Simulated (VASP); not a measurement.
# TlRh2 (Fd-3m) in VASP: single point with PBE

Aim: the single point of TlRh2 with PBE.

Everything below comes from runs of VASP 6.6.1. Logs are shortened: lines on timing, memory, paths and dates and some standing lists are left out, and cuts for length are marked.

### 1 The cell of the first run

It takes space group Fd-3m (No. 227, cubic). The conventional cell has a = 7.521 Å, b = 7.521 Å, c = 7.521 Å, α = 90.00°, β = 90.00°, γ = 90.00°. Within 4.1 Å of Tl (site symmetry -43m) lie 12 Rh at 3.12 Å and 4 Tl at 3.26 Å. Within 3.5 Å of Rh (site symmetry -3m) lie 6 Rh at 2.66 Å and 6 Tl at 3.12 Å.

### 2 Single point, PBE

INCAR reads:

```
  PREC = Accurate
  ENCUT = 520
  EDIFF = 1E-6
  ISMEAR = 0
  SIGMA = 0.1
  LREAL = False
  LASPH = True
  NELM = 80
  ALGO = Fast
  ISIF = 2
  LWAVE = False
  LCHARG = True
  GGA = PE
  LELF = True
  LVHAR = True
  NBANDS = 52
```

KPOINTS reads:

```
regular mesh
0
Gamma
  10 10 10
```

POSCAR reads:

```
TlRh2
1.0
    0.0000000000      3.7603146929      3.7603146929
    3.7603146929      0.0000000000      3.7603146929
    3.7603146929      3.7603146929      0.0000000000
Tl Rh
2 4
Direct
    0.5000000000      0.5000000000      0.5000000000
    0.7500000000      0.7500000000      0.7500000000
    0.1250000000      0.1250000000      0.1250000000
    0.6250000000      0.1250000000      0.1250000000
    0.1250000000      0.1250000000      0.6250000000
    0.1250000000      0.6250000000      0.1250000000
```

Potentials or basis: VASP PAW PBE potentials, release 64 (Tl_d, Rh_pv).

Command:

```console
$ cat potpaw_PBE.64/Tl_d/POTCAR potpaw_PBE.64/Rh_pv/POTCAR > POTCAR
$ mpirun -np 1 vasp_std > vasp.out
```

OUTCAR:

```text
PREC = Accurate
   ENCUT = 520
   EDIFF = 1E-6
   ISMEAR = 0
   LREAL = False
   LASPH = True
   NELM = 80
   ISIF = 2
   GGA = PE

 ion  position               nearest neighbor table
   1  0.500  0.500  0.500-   3 3.12   5 3.12   6 3.12   3 3.12   4 3.12   5 3.12   3 3.12   4 3.12
                             6 3.12   4 3.12   5 3.12   6 3.12   2 3.26   2 3.26   2 3.26   2 3.26
   2  0.750  0.750  0.750-   4 3.12   5 3.12   6 3.12   3 3.12   4 3.12   6 3.12   3 3.12   4 3.12
                             5 3.12   3 3.12   5 3.12   6 3.12   1 3.26   1 3.26   1 3.26   1 3.26
   3  0.125  0.125  0.125-   4 2.66   5 2.66   6 2.66   5 2.66   6 2.66   4 2.66   1 3.12   2 3.12
                             1 3.12   2 3.12   1 3.12   2 3.12
   4  0.625  0.125  0.125-   3 2.66   5 2.66   6 2.66   3 2.66   5 2.66   6 2.66   2 3.12   1 3.12
                             1 3.12   2 3.12   2 3.12   1 3.12
   5  0.125  0.125  0.625-   3 2.66   3 2.66   4 2.66   6 2.66   6 2.66   4 2.66   1 3.12   2 3.12
                             1 3.12   2 3.12   1 3.12   2 3.12
   6  0.125  0.625  0.125-   3 2.66   5 2.66   3 2.66   4 2.66   5 2.66   4 2.66   2 3.12   1 3.12
                             2 3.12   2 3.12   1 3.12   1 3.12

  LATTYP: Found a face centered cubic cell.
 ALAT       =     7.5206293858

  Lattice vectors:

 A1 = (   0.0000000000,   3.7603146929,   3.7603146929)
 A2 = (   3.7603146929,   0.0000000000,   3.7603146929)
 A3 = (   3.7603146929,   3.7603146929,   0.0000000000)

Analysis of symmetry for initial positions (statically):
=====================================================================
 Subroutine PRICEL returns:
 Original cell was already a primitive cell.

 Routine SETGRP: Setting up the symmetry group for a
 face centered cubic supercell.

 Subroutine GETGRP returns: Found 48 space group operations
 (whereof 24 operations were pure point group operations)
 out of a pool of 48 trial point group operations.

The static configuration has the point symmetry T_d .
 The point group associated with its full space group is O_h .

Analysis of symmetry for dynamics (positions and initial velocities):
=====================================================================
 Subroutine PRICEL returns:
 Original cell was already a primitive cell.

 Routine SETGRP: Setting up the symmetry group for a
 face centered cubic supercell.

 Subroutine GETGRP returns: Found 48 space group operations
 (whereof 24 operations were pure point group operations)
 out of a pool of 48 trial point group operations.

The dynamic configuration has the point symmetry T_d .
 The point group associated with its full space group is O_h .

 Subroutine INISYM returns: Found 48 space group operations
 (whereof 24 operations are pure point group operations),
 and found     1 'primitive' translations

----------------------------------------------------------------------------------------

                                     Primitive cell

  volume of cell :     106.3414

  direct lattice vectors                    reciprocal lattice vectors
     0.000000000  3.760314693  3.760314693    -0.132967595  0.132967595  0.132967595
     3.760314693  0.000000000  3.760314693     0.132967595 -0.132967595  0.132967595
     3.760314693  3.760314693  0.000000000     0.132967595  0.132967595 -0.132967595

  length of vectors
     5.317888037  5.317888037  5.317888037     0.230306630  0.230306630  0.230306630

  position of ions in fractional coordinates (direct lattice)
     0.500000000  0.500000000  0.500000000
     0.750000000  0.750000000  0.750000000
     0.125000000  0.125000000  0.125000000
     0.625000000  0.125000000  0.125000000
     0.125000000  0.125000000  0.625000000
     0.125000000  0.625000000  0.125000000

  ion indices of the primitive-cell ions
   primitive index   ion index
                 1           1
                 2           2
                 3           3
                 4           4
                 5           5
                 6           6

----------------------------------------------------------------------------------------

 KPOINTS: regular mesh

Automatic generation of k-mesh.
 Grid dimensions read from file:
 generate k-points for:   10   10   10

 Generating k-lattice:

  Cartesian coordinates                     Fractional coordinates (reciprocal lattice)
    -0.013296759  0.013296759  0.013296759     0.100000000  0.000000000  0.000000000
     0.013296759 -0.013296759  0.013296759     0.000000000  0.100000000  0.000000000
     0.013296759  0.013296759 -0.013296759     0.000000000  0.000000000  0.100000000

  Length of vectors
     0.023030663  0.023030663  0.023030663

  Shift w.r.t. Gamma in fractional coordinates (k-lattice)
     0.000000000  0.000000000  0.000000000

 Subroutine IBZKPT returns following result:
 ===========================================

 Found     47 irreducible k-points:

 Following reciprocal coordinates:
            Coordinates               Weight
  0.000000  0.000000  0.000000      1.000000
  0.100000  0.000000  0.000000      8.000000
  0.200000  0.000000  0.000000      8.000000
  0.300000  0.000000  0.000000      8.000000
  0.400000  0.000000  0.000000      8.000000
  0.500000  0.000000  0.000000      4.000000
[... 16 lines left out ...]
  0.300000  0.300000  0.000000      6.000000
  0.400000  0.300000  0.000000     24.000000
 [... further k-points ...]
   k-points           NKPTS =     47   k-points in BZ     NKDIM =     47   number of bands    NBANDS=     52
   number of dos      NEDOS =    301   number of ions     NIONS =      6
   total plane-waves  NPLWV =  64000
   dimension x,y,z NGX =    40 NGY =   40 NGZ =   40
   dimension x,y,z NGXF=    80 NGYF=   80 NGZF=   80
   ions per type =               2   4
   NGX,Y,Z   is equivalent  to a cutoff of  12.50, 12.50, 12.50 a.u.
   NGXF,Y,Z  is equivalent  to a cutoff of  25.01, 25.01, 25.01 a.u.
 SYSTEM =  unknown system
   PREC   = accura    normal or accurate (medium, high low for compatibility)
   ISTART =      0    job   : 0-new  1-cont  2-samecut
   ICHARG =      2    charge: 1-file 2-atom 10-const
   ISPIN  =      1    spin polarized calculation?
   LNONCOLLINEAR =      F non collinear calculations
   LSORBIT =      F    spin-orbit coupling
   LASPH  =      T    aspherical Exc in radial PAW
   ENCUT  =  520.0 eV  38.22 Ry    6.18 a.u.   9.89  9.89  9.89*2*pi/ulx,y,z
   NELM   =     80;   NELMIN=  2; NELMDL= -5     # of ELM steps
   EDIFF  = 0.1E-05   stopping-criterion for ELM
   LREAL  =      F    real-space projection
   EDIFFG = 0.1E-04   stopping-criterion for IOM
   NSW    =      0    number of steps for IOM
   IBRION =     -1    ionic relax: 0-MD 1-quasi-New 2-CG
   NFREE  =      0    steps in history (QN), initial steepest desc. (CG)
   ISIF   =      2    stress and relaxation
   ISYM   =      2    0-nonsym 1-usesym 2-fastsym
   POTIM  = 0.5000    time-step for ionic-motion
   TEBEG  =    0.0;   TEEND  =   0.0 temperature during run
   PSTRESS=    0.0 pullay stress
   NELECT =      86.0000    total number of electrons
   NUPDOWN=      -1.0000    fix difference up-down
   EMIN   =  10.00;   EMAX   =-10.00  energy-range for DOS
   EFERMI =   0.00;   METHOD = LEGACY
   ISMEAR =     0;   SIGMA  =   0.10  broadening in eV -4-tet -1-fermi 0-gaus
   EFERMI_NEDOS =   21; number of points for ismear=-14 and -15
   IALGO  =     68    algorithm
   IMIX   =      4    mixing-type and parameters
     AMIX     =   0.40;   BMIX     =  1.00
     AMIX_MAG =   1.60;   BMIX_MAG =  1.00
  volume/ion in A,a.u.               =      17.72       119.60
  Fermi-wavevector in a.u.,A,eV,Ry     =   1.525247  2.882299 31.652292  2.326378
  Thomas-Fermi vector in A             =   2.633443
   LORBIT       =      0    0 simple, 1 ext, 2 COOP (PROOUT), +10 PAW based schemes
   GGA     = PE    functional components
   LHFCALC =     F    Hartree Fock is set to
   AEXX    =    0.0000 exact exchange contribution
   IVDW    =     0    specifies the selected vdW correction
   LEPSILON=     F    determine dielectric tensor
   LRPA    =     F    only Hartree local field effects (RPA)
 non-spin polarized calculation
 RMM-DIIS sequential band-by-band and
 Gauss-broadening in eV      SIGMA  =   0.10
  energy-cutoff  :      520.00
  volume of cell :      106.34
 maximum number of plane-waves:      2884
   NGX = 19   NGY = 19   NGZ = 19

 number of electron      86.0000022 magnetization

 Free energy of the ion-electron system (eV)
  ---------------------------------------------------
  ext. energy  EPLUGINS =         0.00000000
  ---------------------------------------------------
  free energy    TOTEN  =       -31.60706133 eV

  energy without entropy =      -31.56225825  energy(sigma->0) =      -31.58465979

 E-fermi :   9.4595     XC(G=0): -12.5113

 val. band max:        9.4539241613   @ k =   0.4000   0.2000   0.1000
 cond. band min:       9.4596542792   @ k =  -0.3000   0.1000   0.0000
 fundamental gap:      0.0057301180
 Fermi energy:         9.4595019129

 k-point     1 :       0.0000    0.0000    0.0000
  band No.  band energies     occupation
      1     -37.1132      2.00000
      2     -36.6508      2.00000
      3     -36.6508      2.00000
      4     -36.6508      2.00000
      5     -36.4389      2.00000
      6     -36.4389      2.00000
[... 44 lines left out ...]
     51      13.8330      0.00000
     52      13.8331      0.00000

 k-point     2 :       0.1000    0.0000    0.0000
  band No.  band energies     occupation
      1     -37.1025      2.00000
      2     -36.6513      2.00000
      3     -36.6466      2.00000
      4     -36.6466      2.00000
      5     -36.4365      2.00000
      6     -36.4365      2.00000
[... 44 lines left out ...]
     51      13.4916      0.00000
     52      14.2783      0.00000

 k-point     3 :       0.2000    0.0000    0.0000
  band No.  band energies     occupation
      1     -37.0729      2.00000
      2     -36.6530      2.00000
      3     -36.6354      2.00000
      4     -36.6354      2.00000
      5     -36.4288      2.00000
      6     -36.4288      2.00000
[... 44 lines left out ...]
     51      13.2989      0.00000
     52      15.4725      0.00000
[... 1046 lines left out ...]
 k-point    23 :       0.3000    0.3000    0.0000
  band No.  band energies     occupation
      1     -36.9935      2.00000
      2     -36.7076      2.00000
      3     -36.5874      2.00000
      4     -36.5874      2.00000
      5     -36.4327      2.00000
      6     -36.3900      2.00000
[... 44 lines left out ...]
     51      16.2741      0.00000
     52      16.2811      0.00000

 k-point    24 :       0.4000    0.3000    0.0000
  band No.  band energies     occupation
      1     -36.9531      2.00000
      2     -36.7313      2.00000
      3     -36.5715      2.00000
      4     -36.5699      2.00000
      5     -36.4262      2.00000
      6     -36.3775      2.00000
[... 44 lines left out ...]
     51      16.4063      0.00000
     52      17.2103      0.00000

 [... further k-points ...]
[... 5 lines left out ...]
  --------------------------------------------------------------------------------------
  -------------------------------------------------------------------------------------
  Total        0.0489430      0.0489430      0.0489430      0.0000000      0.0000000     -0.0000000
  in kB        0.7373921      0.7373921      0.7373921      0.0000000      0.0000000     -0.0000000
  external PRESSURE =       0.7373921 kB  Pullay stress =       0.0000000 kB

 VOLUME and BASIS-vectors are now :
 -----------------------------------------------------------------------------
  energy-cutoff  :      520.00
  volume of cell :      106.34
      direct lattice vectors                 reciprocal lattice vectors
     0.000000000  3.760314693  3.760314693    -0.132967595  0.132967595  0.132967595
     3.760314693  0.000000000  3.760314693     0.132967595 -0.132967595  0.132967595
     3.760314693  3.760314693  0.000000000     0.132967595  0.132967595 -0.132967595

 POSITION                                       TOTAL-FORCE (eV/Angst)
 -----------------------------------------------------------------------------------
      3.76031      3.76031      3.76031         0.000000      0.000000      0.000000
      5.64047      5.64047      5.64047        -0.000000     -0.000000     -0.000000
      0.94008      0.94008      0.94008        -0.000000      0.000000     -0.000000
      0.94008      2.82024      2.82024        -0.000000      0.000000     -0.000000
      2.82024      2.82024      0.94008        -0.000000      0.000000     -0.000000
      2.82024      0.94008      2.82024        -0.000000      0.000000     -0.000000
 -----------------------------------------------------------------------------------
    total drift:                                0.000000     -0.000000      0.000000

  FREE ENERGIE OF THE ION-ELECTRON SYSTEM (eV)
  ---------------------------------------------------
  free  energy   TOTEN  =       -31.6070613348 eV

  energy  without entropy=      -31.5622582459  energy(sigma->0) =      -31.58465979
```

Wall time 6.6 min (1 thread of Oxide Virtual Turin-like, shared host); peak memory 0.33 GiB.

What came out:

```
Free energy            : -31.6071 eV
Pressure               : 0.1 GPa
Band gap on the k mesh : zero (band 43 reaches 10.47 eV, above the bottom of band 44 at 9.18 eV)
```

Caveat: spin-orbit coupling is left out, which moves the levels of the heavy elements.
